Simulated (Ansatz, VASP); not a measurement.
**Two plane-wave programs on Ag**

INCAR

```
SYSTEM = Ag
  PREC = Accurate
  ENCUT = 600
  EDIFF = 1E-7
  ISMEAR = -1
  SIGMA = 0.1
  LREAL = .False.
  LASPH = .True.
  NELM = 60
  ALGO = Normal
  ISIF = 3
  LWAVE = .False.
  LCHARG = .False.
  GGA = PE
  IBRION = 2
  NSW = 80
  EDIFFG = -0.01
```

File KPOINTS:

```
Automatic mesh
0
Gamma
  10 10 10
  0 0 0
```

The input POSCAR:

```
Ag
1.0
    0.0000000000      2.8449690438      2.8449690438
    2.8449690438      0.0000000000      2.8449690438
    2.8449690438      2.8449690438      0.0000000000
Ag
2
Direct
    0.1250000000      0.1250000000      0.1250000000
    0.8750000000      0.8750000000      0.8750000000
```

Input for Ansatz:

```yaml
crystal:
  lattice:
    - [0.0, 2.8449690438, 2.8449690438]
    - [2.8449690438, 0.0, 2.8449690438]
    - [2.8449690438, 2.8449690438, 0.0]
  atoms:
    - { symbol: Ag, position: [0.125, 0.125, 0.125] }
    - { symbol: Ag, position: [0.875, 0.875, 0.875] }
hamiltonian:
  xc: pbe
  pseudopotentials:
    kind: paw
    azcp:
      Ag: "pseudopotentials/Ag.paw.azcp"
basis:
  ecutwfc: 420
  fft_grid_basis: typed
kpoints:
  mp_grid: { grid: [10, 10, 10], shift: [0, 0, 0] }
magnetization:
  spin_polarized: false
scf:
  occupations: { method: fermi_dirac, width: 0.1 }
relax:
  max_steps: 60
  f_tol: 0.01
  cell: {}
```

Alike in both runs: task relaxation of cell and atoms; functional PBE; k mesh 10 × 10 × 10; occupations fermi-dirac, width 0.1 eV; no spin polarisation.

|  | VASP | Ansatz |
| --- | --- | --- |
| version | VASP 6.6.1 | Ansatz 0.2.0 |
| potentials or method | VASP PAW PBE potentials, release 64 (Ag), cutoff 600 eV | plane waves (420 eV) with PAW, scalar-relativistic |
| valence electrons in the cell | 22 | 38 |

Ansatz gave:

| Property | Result |
| --- | --- |
| relaxed volume (Å³/atom) | 29.99 |
| relaxed cell length with the largest relative difference (Å) | 4.394 |

Task: Which values does VASP return?

Result: Relaxed volume (Å³/atom): 30.03; relaxed cell length with the largest relative difference (Å): 4.396.

VASP's potentials hold 22 valence electrons a cell and Ansatz's 38, so a difference there can come from the potentials and not from the codes.

Noted on VASP's run: the volume moved by over 15 % at a fixed basis, so the end points are rough.
